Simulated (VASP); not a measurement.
Fe: single point with revPBE

Fe:

```
Fe
1.0
     0.00000    1.90530    1.90530
     1.90530    0.00000    1.90530
     1.90530    1.90530    0.00000
Fe
1
Direct
  0.00000 0.00000 0.00000
```

This cell differs from its parent crystal: volume scaled by 1.12.

```yaml
Program: VASP 6.6.1
Task: single point
Functional: revPBE
Potentials_or_basis: VASP PAW PBE potentials, release 64 (Fe)
Cutoff: 520 eV
k_mesh: 17 × 17 × 17
Occupations: fermi-dirac, width 0.05 eV
Spin: collinear spin, ferromagnetic start
Starting_moments: "[2.687] μB"
```

```yaml
Pressure: -13.8 GPa
Net_moment: 2.74 μB per cell
Site_moments: Fe +2.77 μB
Valence_electrons_inside_the_program's_atomic_spheres: Fe 6.92
```

Levels at points of the mesh, in eV from the Fermi level:
Spin up:
| k point | band 1 | band 2 | band 3 | band 4 | band 5 | band 6 | band 7 | band 8 | band 9 | band 10 |
| --- | --- | --- | --- | --- | --- | --- | --- | --- | --- | --- |
| (0.00, 0.00, 0.00) | -7.77 | -2.55 | -2.55 | -2.55 | -1.82 | -1.82 | 20.46 | 23.52 | 23.52 | 23.52 |
Spin down:
```tsv
k point	band 1	band 2	band 3	band 4	band 5	band 6
(0.00, 0.00, 0.00)	-7.62	0.00	0.00	0.00	1.39	1.39
```

Wall time 46 s on 1 thread of Intel(R) Xeon(R) Platinum 8488C (Sapphire Rapids), with other jobs on the host, peak memory 0.16 GiB.

Caveat: the PAW data sets were made with another functional, which shifts forces and pressure a little.
